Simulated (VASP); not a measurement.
A run of VASP 6.6.1 is set up as follows.

INCAR

```
SYSTEM = MgH16Cl2O8
PREC = Accurate
ENCUT = 520
EDIFF = 1E-6
ISMEAR = -1
SIGMA = 0.05
LREAL = .FALSE.
LASPH = .TRUE.
NELM = 120
ALGO = Normal
ISIF = 2
LWAVE = .FALSE.
LCHARG = .FALSE.
GGA = PE
NBANDS = 59
GGA_COMPAT = .FALSE.
```

File KPOINTS:

```
regular mesh
0
G
  1 1 1
  0 0 0
```

Contents of POSCAR:

```
MgH16Cl2O8
1.0
    6.5061090000      0.0000000000      0.0000000000
    0.0000000000      6.5061090000      0.0000000000
    0.0000000000      0.0000000000      6.5061090000
O H Mg Cl
8 16 1 2
Direct
    0.4751534289      0.0002305525      0.5063087630
    0.2310905028      0.6607174887      0.6928104033
    0.9425449220      0.8122366225      0.9475863377
    0.7270397714      0.5039878674      0.7287766006
    0.1843344463      0.0730697872      0.2314132764
    0.0733310801      0.3917548876     -0.0583297944
    0.4442440174      0.6827583122      0.0939271076
    0.6014501140      0.1275262987     -0.1530100403
    0.3916934069      0.0515054390      0.3894493621
    0.6183419306      0.0392400435      0.4512528149
    0.2437862630      0.8068878034      0.6421503236
    0.1396379925      0.6146992004      0.5887389836
    0.9668605306      0.8377357342      0.8084555608
    0.8198294864      0.7304826894      0.9512905486
    0.7270705117      0.4098916880      0.6083513203
    0.6006201249      0.5724773440      0.6817285109
    0.0591136730      0.0333840088      0.3103698386
    0.2170575378     -0.0475245650      0.1454171764
    0.1748817919      0.4202665526      0.0508598918
    0.1161984836      0.5142858812     -0.1326906758
    0.5591667769      0.5686655419      0.0988148216
    0.3978722152      0.7032006380      0.2424797986
    0.5374026165      0.0124344674     -0.0644624921
    0.5524192724      0.1208710152     -0.3036223340
   -0.1511502497      0.1164905168      1.0253286565
    0.8677383056      0.8600071102      0.4527744617
    0.7228898255      0.3326258444      0.2813355878
```

Potentials or basis: VASP PAW PBE potentials, release 64 (O, H, Mg, Cl).

Command:

```bash
$ cat potpaw_PBE.64/O/POTCAR potpaw_PBE.64/H/POTCAR potpaw_PBE.64/Mg/POTCAR potpaw_PBE.64/Cl/POTCAR > POTCAR
$ mpirun -np 1 vasp_gam > vasp.out
```

(1) What does it give for the largest force?

(2) What does it give for the pressure?

Answers

(1) 3.173 eV/Å.

(2) 2.0 GPa.

Caveat: the k points lie up to 0.97 Å⁻¹ apart, too coarse for converged energies, forces and pressures.
